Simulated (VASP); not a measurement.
# TiAl3 (C2/m) in VASP: notebook

Runs on TiAl3. Level: PBE. Tasks: single point.

All numbers are computed with VASP 6.6.1; they aren't measurements. Logs are shortened: lines on timing, memory, paths and dates and some standing lists are left out, and cuts for length are marked.

## 1. The cell of the first run

Symmetry: C2/m, No. 12, monoclinic system. The conventional cell has a = 9.194 Å, b = 3.912 Å, c = 3.912 Å, α = 90.00°, β = 115.18°, γ = 90.00°. Within 3.6 Å of Ti (site symmetry 2/m) lie 12 Al at 2.77 to 2.94 Å. Within 3.6 Å of Al (site symmetry 2/m) lie 4 Ti at 2.77 Å and 8 Al at 2.78 to 2.94 Å. Within 3.4 Å of Al (site symmetry m) lie 8 Al at 2.60 to 2.94 Å and 4 Ti at 2.78 to 2.94 Å.

## 2. Single point, PBE (atoms displaced along a vibrational mode, the cell strained)

Contents of INCAR:

```
PREC = Accurate
ENCUT = 520
EDIFF = 1E-6
ISMEAR = 0
SIGMA = 0.15
LREAL = False
LASPH = True
NELM = 80
ALGO = Fast
ISIF = 2
LWAVE = False
LCHARG = False
GGA = PE
NBANDS = 18
```

Contents of KPOINTS:

```
Automatic mesh
0
Gamma
  14 14 14
```

Contents of POSCAR:

```
TiAl3
1.0
   -1.9562241125      1.9562241125      4.1602453812
    1.9562241125     -1.9562241125      4.1602453812
    1.9562241125      1.9562241125     -4.1602453812
Ti Al
1 3
Direct
    0.0000000000      0.0000000000      0.0000000000
    0.5000000000      0.5000000000      0.0000000000
    0.7500000000      0.2195721213      0.4695721213
    0.2500000000      0.7804278787      0.5304278787
```

Potentials or basis: VASP PAW PBE potentials, release 64 (Ti_sv, Al).

The run is started by

```console
$ cat potpaw_PBE.64/Ti_sv/POTCAR potpaw_PBE.64/Al/POTCAR > POTCAR
$ mpirun -np 1 vasp_std > vasp.out
```

OUTCAR:

```text
PREC = Accurate
   ENCUT = 520
   EDIFF = 1E-6
   ISMEAR = 0
   LREAL = False
   LASPH = True
   NELM = 80
   ISIF = 2
   GGA = PE

 ion  position               nearest neighbor table
   1  0.000  0.000  0.000-   2 2.77   2 2.77   2 2.77   2 2.77   4 2.78   3 2.78   3 2.86   4 2.86
                             4 2.86   3 2.86   3 2.94   4 2.94
   2  0.500  0.500  0.000-   1 2.77   1 2.77   1 2.77   1 2.77   3 2.78   4 2.78   3 2.86   4 2.86
                             3 2.86   4 2.86   3 2.94   4 2.94
   3  0.750  0.220  0.470-   4 2.60   4 2.60   2 2.78   1 2.78   1 2.86   2 2.86   1 2.86   2 2.86
                             2 2.94   1 2.94   4 2.94   4 2.94
   4  0.250  0.780  0.530-   3 2.60   3 2.60   2 2.78   1 2.78   1 2.86   1 2.86   2 2.86   2 2.86
                             2 2.94   1 2.94   3 2.94   3 2.94

  LATTYP: Found a body centered tetragonal cell.
 ALAT       =     3.9124482250
 C/A-ratio  =     2.1266711491

  Lattice vectors:

 A1 = (  -1.9562241125,   1.9562241125,   4.1602453812)
 A2 = (   1.9562241125,  -1.9562241125,   4.1602453812)
 A3 = (   1.9562241125,   1.9562241125,  -4.1602453812)

Analysis of symmetry for initial positions (statically):
=====================================================================
 Subroutine PRICEL returns:
 Original cell was already a primitive cell.

 Routine SETGRP: Setting up the symmetry group for a
 body centered tetragonal supercell.

 Subroutine GETGRP returns: Found  4 space group operations
 (whereof  4 operations were pure point group operations)
 out of a pool of 16 trial point group operations.

The static configuration has the point symmetry C_2h.

Analysis of symmetry for dynamics (positions and initial velocities):
=====================================================================
 Subroutine PRICEL returns:
 Original cell was already a primitive cell.

 Routine SETGRP: Setting up the symmetry group for a
 body centered tetragonal supercell.

 Subroutine GETGRP returns: Found  4 space group operations
 (whereof  4 operations were pure point group operations)
 out of a pool of 16 trial point group operations.

The dynamic configuration has the point symmetry C_2h.

 Subroutine INISYM returns: Found  4 space group operations
 (whereof  4 operations are pure point group operations),
 and found     1 'primitive' translations

----------------------------------------------------------------------------------------

                                     Primitive cell

  volume of cell :      63.6819

  direct lattice vectors                    reciprocal lattice vectors
    -1.956224112  1.956224112  4.160245381     0.000000000  0.255594437  0.120185218
     1.956224112 -1.956224112  4.160245381     0.255594437  0.000000000  0.120185218
     1.956224112  1.956224112 -4.160245381     0.255594437  0.255594437  0.000000000

  length of vectors
     4.996125217  4.996125217  4.996125217     0.282441149  0.282441149  0.361465119

  position of ions in fractional coordinates (direct lattice)
     0.000000000  0.000000000  0.000000000
     0.500000000  0.500000000  0.000000000
     0.750000000  0.219572121  0.469572121
     0.250000000  0.780427879  0.530427879

  ion indices of the primitive-cell ions
   primitive index   ion index
                 1           1
                 2           2
                 3           3
                 4           4

----------------------------------------------------------------------------------------

 KPOINTS: Automatic mesh

Automatic generation of k-mesh.
 Grid dimensions read from file:
 generate k-points for:   14   14   14

 Generating k-lattice:

  Cartesian coordinates                     Fractional coordinates (reciprocal lattice)
     0.000000000  0.018256745  0.008584658     0.071428571  0.000000000  0.000000000
     0.018256745  0.000000000  0.008584658     0.000000000  0.071428571  0.000000000
     0.018256745  0.018256745  0.000000000     0.000000000  0.000000000  0.071428571

  Length of vectors
     0.020174368  0.020174368  0.025818937

  Shift w.r.t. Gamma in fractional coordinates (k-lattice)
     0.000000000  0.000000000  0.000000000

 Subroutine IBZKPT returns following result:
 ===========================================

 Found    744 irreducible k-points:

 Following reciprocal coordinates:
            Coordinates               Weight
  0.000000  0.000000  0.000000      1.000000
  0.071429  0.000000 -0.000000      4.000000
  0.000000  0.071429 -0.000000      2.000000
  0.071429  0.000000 -0.071429      2.000000
  0.142857 -0.000000  0.000000      4.000000
 -0.000000  0.142857  0.000000      2.000000
[... 16 lines left out ...]
  0.071429  0.071429 -0.000000      4.000000
  0.071429  0.071429 -0.142857      4.000000
 [... further k-points ...]
   k-points           NKPTS =    744   k-points in BZ     NKDIM =    744   number of bands    NBANDS=     18
   number of dos      NEDOS =    301   number of ions     NIONS =      4
   total plane-waves  NPLWV =  64000
   dimension x,y,z NGX =    40 NGY =   40 NGZ =   40
   dimension x,y,z NGXF=    80 NGYF=   80 NGZF=   80
   ions per type =               1   3
   NGX,Y,Z   is equivalent  to a cutoff of  13.31, 13.31, 13.31 a.u.
   NGXF,Y,Z  is equivalent  to a cutoff of  26.62, 26.62, 26.62 a.u.
 SYSTEM =  unknown system
   PREC   = accura    normal or accurate (medium, high low for compatibility)
   ISTART =      0    job   : 0-new  1-cont  2-samecut
   ICHARG =      2    charge: 1-file 2-atom 10-const
   ISPIN  =      1    spin polarized calculation?
   LNONCOLLINEAR =      F non collinear calculations
   LSORBIT =      F    spin-orbit coupling
   LASPH  =      T    aspherical Exc in radial PAW
   ENCUT  =  520.0 eV  38.22 Ry    6.18 a.u.   9.29  9.29  9.29*2*pi/ulx,y,z
   NELM   =     80;   NELMIN=  2; NELMDL= -5     # of ELM steps
   EDIFF  = 0.1E-05   stopping-criterion for ELM
   LREAL  =      F    real-space projection
   EDIFFG = 0.1E-04   stopping-criterion for IOM
   NSW    =      0    number of steps for IOM
   IBRION =     -1    ionic relax: 0-MD 1-quasi-New 2-CG
   NFREE  =      0    steps in history (QN), initial steepest desc. (CG)
   ISIF   =      2    stress and relaxation
   ISYM   =      2    0-nonsym 1-usesym 2-fastsym
   POTIM  = 0.5000    time-step for ionic-motion
   TEBEG  =    0.0;   TEEND  =   0.0 temperature during run
   PSTRESS=    0.0 pullay stress
   NELECT =      21.0000    total number of electrons
   NUPDOWN=      -1.0000    fix difference up-down
   EMIN   =  10.00;   EMAX   =-10.00  energy-range for DOS
   EFERMI =   0.00;   METHOD = LEGACY
   ISMEAR =     0;   SIGMA  =   0.15  broadening in eV -4-tet -1-fermi 0-gaus
   EFERMI_NEDOS =   21; number of points for ismear=-14 and -15
   IALGO  =     68    algorithm
   IMIX   =      4    mixing-type and parameters
     AMIX     =   0.40;   BMIX     =  1.00
     AMIX_MAG =   1.60;   BMIX_MAG =  1.00
  volume/ion in A,a.u.               =      15.92       107.44
  Fermi-wavevector in a.u.,A,eV,Ry     =   1.131035  2.137345 17.405106  1.279239
  Thomas-Fermi vector in A             =   2.267733
   LORBIT       =      0    0 simple, 1 ext, 2 COOP (PROOUT), +10 PAW based schemes
   GGA     = PE    functional components
   LHFCALC =     F    Hartree Fock is set to
   AEXX    =    0.0000 exact exchange contribution
   IVDW    =     0    specifies the selected vdW correction
   LEPSILON=     F    determine dielectric tensor
   LRPA    =     F    only Hartree local field effects (RPA)
 non-spin polarized calculation
 RMM-DIIS sequential band-by-band and
 Gauss-broadening in eV      SIGMA  =   0.15
  energy-cutoff  :      520.00
  volume of cell :       63.68
 maximum number of plane-waves:      1732
 NGX is ok and might be reduce to    40
   NGX = 19   NGY = 19   NGZ = 19

 number of electron      21.0000000 magnetization

 Free energy of the ion-electron system (eV)
  ---------------------------------------------------
  ext. energy  EPLUGINS =         0.00000000
  ---------------------------------------------------
  free energy    TOTEN  =       -20.47371592 eV

  energy without entropy =      -20.45013613  energy(sigma->0) =      -20.46192603

 E-fermi :   8.2106     XC(G=0): -10.7163

 val. band max:        8.2102669847   @ k =  -0.3571   0.3571   0.3571
 cond. band min:       8.2148578200   @ k =  -0.0714  -0.3571   0.2857
 fundamental gap:      0.0045908353
 Fermi energy:         8.2105795676

 k-point     1 :       0.0000    0.0000    0.0000
  band No.  band energies     occupation
      1     -48.3258      2.00000
      2     -24.6474      2.00000
      3     -24.6460      2.00000
      4     -24.5461      2.00000
      5      -1.8657      2.00000
      6       5.6985      2.00000
[... 10 lines left out ...]
     17      12.0316      0.00000
     18      12.2756      0.00000

 k-point     2 :       0.0714    0.0000   -0.0000
  band No.  band energies     occupation
      1     -48.3258      2.00000
      2     -24.6473      2.00000
      3     -24.6470      2.00000
      4     -24.5461      2.00000
      5      -1.8037      2.00000
      6       5.3513      2.00000
[... 10 lines left out ...]
     17      12.2520      0.00000
     18      12.3745      0.00000

 k-point     3 :       0.0000    0.0714   -0.0000
  band No.  band energies     occupation
      1     -48.3258      2.00000
      2     -24.6485      2.00000
      3     -24.6459      2.00000
      4     -24.5461      2.00000
      5      -1.8041      2.00000
      6       5.2871      2.00000
[... 10 lines left out ...]
     17      12.1244      0.00000
     18      12.4371      0.00000

 k-point     4 :       0.0714    0.0000   -0.0714
  band No.  band energies     occupation
      1     -48.3258      2.00000
      2     -24.6485      2.00000
      3     -24.6459      2.00000
      4     -24.5461      2.00000
      5      -1.8040      2.00000
      6       5.4164      2.00000
[... 375 lines left out ...]
      4     -24.5462      2.00000
      5       0.5750      2.00000
      6       1.5790      2.00000
[... 10 lines left out ...]
     17      13.0987      0.00000
     18      13.7301      0.00000

 k-point    23 :       0.0714    0.0714   -0.0000
  band No.  band energies     occupation
      1     -48.3257      2.00000
      2     -24.6484      2.00000
      3     -24.6470      2.00000
      4     -24.5461      2.00000
      5      -1.7201      2.00000
      6       4.8838      2.00000
[... 10 lines left out ...]
     17      12.2590      0.00000
     18      12.5738      0.00000

 k-point    24 :       0.0714    0.0714   -0.1429
  band No.  band energies     occupation
      1     -48.3257      2.00000
      2     -24.6484      2.00000
      3     -24.6470      2.00000
      4     -24.5462      2.00000
      5      -1.7200      2.00000
      6       4.9820      2.00000
[... 10 lines left out ...]
     17      12.3694      0.00000
     18      12.5873      0.00000

 [... further k-points ...]
[... 5 lines left out ...]
  --------------------------------------------------------------------------------------
  -------------------------------------------------------------------------------------
  Total       -0.6367827     -0.5212949      2.4585293      0.0000000      0.0000000      0.3316562
  in kB      -16.0208536    -13.1152908     61.8542894      0.0000000      0.0000000      8.3441585
  external PRESSURE =      10.9060484 kB  Pullay stress =       0.0000000 kB

 VOLUME and BASIS-vectors are now :
 -----------------------------------------------------------------------------
  energy-cutoff  :      520.00
  volume of cell :       63.68
      direct lattice vectors                 reciprocal lattice vectors
    -1.956224112  1.956224112  4.160245381     0.000000000  0.255594437  0.120185218
     1.956224112 -1.956224112  4.160245381     0.255594437  0.000000000  0.120185218
     1.956224112  1.956224112 -4.160245381     0.255594437  0.255594437  0.000000000

 POSITION                                       TOTAL-FORCE (eV/Angst)
 -----------------------------------------------------------------------------------
      0.00000      0.00000      0.00000         0.000000      0.000000      0.000000
      0.00000      0.00000      4.16025        -0.000000     -0.000000      0.000000
     -0.11905      1.95622      2.08012         1.148404     -0.000000     -0.015389
      2.07527      0.00000      2.08012        -1.148404      0.000000      0.015389
 -----------------------------------------------------------------------------------
    total drift:                                0.000000      0.000000     -0.000000

  FREE ENERGIE OF THE ION-ELECTRON SYSTEM (eV)
  ---------------------------------------------------
  free  energy   TOTEN  =       -20.4737159231 eV

  energy  without entropy=      -20.4501361274  energy(sigma->0) =      -20.46192603
```

Run time: 34 min. Hardware: 1 thread of Intel Xeon 6975P-C (Granite Rapids), shared host; peak memory 0.88 GiB.

What came out:

| Quantity | Value |
| --- | --- |
| Free energy | -20.4737 eV |
| Pressure | 1.1 GPa |
| Largest force | 1.149 eV/Å |
| Band gap on the k mesh | zero (an odd number of electrons rules out a gap without spin polarisation) |

Forces in eV/Å, atoms in the order of the input:
```
Ti   0.000  0.000  0.000
Al   0.000  0.000  0.000
Al   1.148  0.000 -0.015
Al  -1.148  0.000  0.015
```

Caveat: the cell differs from its parent crystal (atoms displaced along a vibrational mode, the cell strained); forces of over 1 eV/Å act on the atoms, so gaps and moduli don't describe the material at rest.

## 3. Single point, PBE (atoms displaced along a vibrational mode)

Contents of INCAR:

```
SYSTEM = TiAl3
ALGO = Fast
EDIFF = 1E-6
ENCUT = 520
GGA = PE
ISIF = 2
ISMEAR = 0
LASPH = .True.
LCHARG = .False.
LREAL = .False.
LWAVE = .False.
NBANDS = 18
NELM = 100
PREC = Accurate
SIGMA = 0.15
```

Contents of KPOINTS:

```
k-points
0
Gamma
  14 14 14
  0 0 0
```

Contents of POSCAR:

```
TiAl3
1.0
   -1.9225789803      1.9225789803      4.3111351100
    1.9225789803     -1.9225789803      4.3111351100
    1.9225789803      1.9225789803     -4.3111351100
Ti Al
1 3
Direct
    0.0000000000      0.0000000000      0.0000000000
    0.5000000000      0.5000000000      0.0000000000
    0.7500000000      0.2195721213      0.4695721213
    0.2500000000      0.7804278787      0.5304278787
```

Potentials or basis: VASP PAW PBE potentials, release 64 (Ti_sv, Al).

The run is started by

```console
$ cat potpaw_PBE.64/Ti_sv/POTCAR potpaw_PBE.64/Al/POTCAR > POTCAR
$ mpirun -np 1 vasp_std > vasp.out
```

Wall time 27 min (1 thread of Intel Xeon 6975P-C (Granite Rapids), shared host); peak memory 0.89 GiB.

It converged, with:

```
Free energy            : -20.5202 eV
Pressure               : 1.0 GPa
Largest force          : 1.299 eV/Å
Band gap on the k mesh : zero (an odd number of electrons rules out a gap without spin polarisation)
```

Forces on the atoms (eV/Å):
```
Ti   0.000  0.000  0.000
Al   0.000  0.000  0.000
Al   1.299  0.000 -0.015
Al  -1.299  0.000  0.015
```

Stress tensor (GPa, compression positive):
```
1.07 0.00 1.04
0.00 1.81 0.00
1.04 0.00 0.17
```

Levels at points of the mesh, in eV from the Fermi level:
```tsv
k point	band 7	band 8	band 9	band 10	band 11	band 12	band 13	band 14	band 15	band 16
(0.00, 0.00, 0.00)	-2.65	-1.37	-1.26	-1.15	0.82	1.70	1.73	2.14	2.34	3.62
(0.50, 0.00, 0.00)	-3.60	-2.99	-1.03	-0.31	0.54	1.77	2.06	2.64	3.16	4.43
(0.00, 0.50, 0.00)	-3.44	-2.98	-1.20	-0.15	0.47	1.77	2.60	2.64	2.98	4.11
(0.50, 0.00, 0.50)	-3.74	-2.95	-0.95	-0.39	0.52	1.49	1.77	2.64	3.26	4.44
(0.50, 0.50, 0.00)	-4.33	-3.68	-2.71	-2.22	-0.96	1.73	1.91	2.62	2.75	3.11
(0.50, 0.50, 0.50)	-1.97	-0.98	-0.88	-0.30	0.67	0.72	0.94	2.98	4.57	5.87
```

Caveat: the cell differs from its parent crystal (atoms displaced along a vibrational mode); forces of over 1 eV/Å act on the atoms, so gaps and moduli don't describe the material at rest.

## 4. Single point, PBE (atoms displaced along a vibrational mode, the cell strained)

Contents of INCAR:

```
  PREC = Accurate
  ENCUT = 520
  EDIFF = 1E-6
  ISMEAR = 0
  SIGMA = 0.15
  LREAL = F
  LASPH = T
  NELM = 80
  ALGO = Fast
  ISIF = 2
  LWAVE = F
  LCHARG = T
  GGA = PE
  LELF = T
  LVHAR = T
  NBANDS = 18
```

Contents of KPOINTS:

```
regular mesh
0
Gamma
  14 14 14
```

Contents of POSCAR:

```
TiAl3
1.0
   -1.9898692446      1.9898692446      4.0093556523
    1.9898692446     -1.9898692446      4.0093556523
    1.9898692446      1.9898692446     -4.0093556523
Ti Al
1 3
Direct
    0.0000000000      0.0000000000      0.0000000000
    0.5000000000      0.5000000000      0.0000000000
    0.7500000000      0.2347860607      0.4847860607
    0.2500000000      0.7652139393      0.5152139393
```

The run is started by

```console
$ cat potpaw_PBE.64/Ti_sv/POTCAR potpaw_PBE.64/Al/POTCAR > POTCAR
$ mpirun -np 1 vasp_std > vasp.out
```

It took 52 min on 1 thread of Oxide Virtual Turin-like, shared host; peak memory 0.81 GiB.

It converged, with:

* Free energy: -20.3976 eV
* Pressure: 1.0 GPa
* Largest force: 0.496 eV/Å
* Band gap on the k mesh: zero (an odd number of electrons rules out a gap without spin polarisation)

Forces in eV/Å, atoms in the order of the input:
```
Ti   0.000  0.000  0.000
Al   0.000  0.000  0.000
Al   0.496  0.000 -0.004
Al  -0.496  0.000  0.004
```

Stress tensor (GPa, compression positive):
```
-4.28  0.00  0.23
 0.00 -4.34  0.00
 0.23  0.00 11.70
```

Levels at points of the mesh, in eV from the Fermi level:
```
           k point  band 7  band 8  band 9  band 10  band 11  band 12  band 13  band 14  band 15  band 16
(0.00, 0.00, 0.00)   -1.88   -1.62   -1.62    -1.58     0.61     1.18     1.19     1.80     2.09     3.88
(0.50, 0.00, 0.00)   -3.46   -2.54   -1.43    -0.10     0.30     1.45     1.50     2.32     2.68     4.32
(0.00, 0.50, 0.00)   -3.38   -2.55   -1.53     0.01     0.29     1.45     1.76     2.25     2.69     4.23
(0.50, 0.00, 0.50)   -3.52   -2.52   -1.36    -0.17     0.28     1.23     1.45     2.37     2.67     4.40
(0.50, 0.50, 0.00)   -4.51   -3.72   -2.96    -2.02    -0.74     1.42     1.60     2.82     3.33     3.34
(0.50, 0.50, 0.50)   -2.50   -1.57   -1.54    -0.35     0.58     0.59     0.83     3.00     4.40     6.12
```

Caveat: the cell differs from its parent crystal (atoms displaced along a vibrational mode, the cell strained).

## 5. Overview

| cell | gap on the mesh (eV) | pressure (GPa) | largest force (eV/Å) |
| --- | --- | --- | --- |
| a = 4.996 Å, angles 133.9, 133.9, 67.2°, 4 atoms, atomic positions A | none | 1.1 | 1.15 |
| a = 5.097 Å, angles 135.7, 135.7, 64.5°, 4 atoms, atomic positions A | none | 1.0 | 1.30 |
| a = 4.898 Å, angles 132.1, 132.1, 70.1°, 4 atoms, atomic positions B | none | 1.0 | 0.50 |

Alike in all rows: task single point; level PBE; potentials or basis VASP PAW PBE potentials, release 64 (Ti_sv, Al); no spin polarisation; k mesh 14 × 14 × 14; cutoff (eV) 520; smearing gaussian 0.15 eV.

Caveats: forces of over 1 eV/Å act on the atoms, so gaps and moduli don't describe the material at rest (at least some runs).

Total energies depend on the potentials used, so only differences within one code and one set of settings carry meaning.
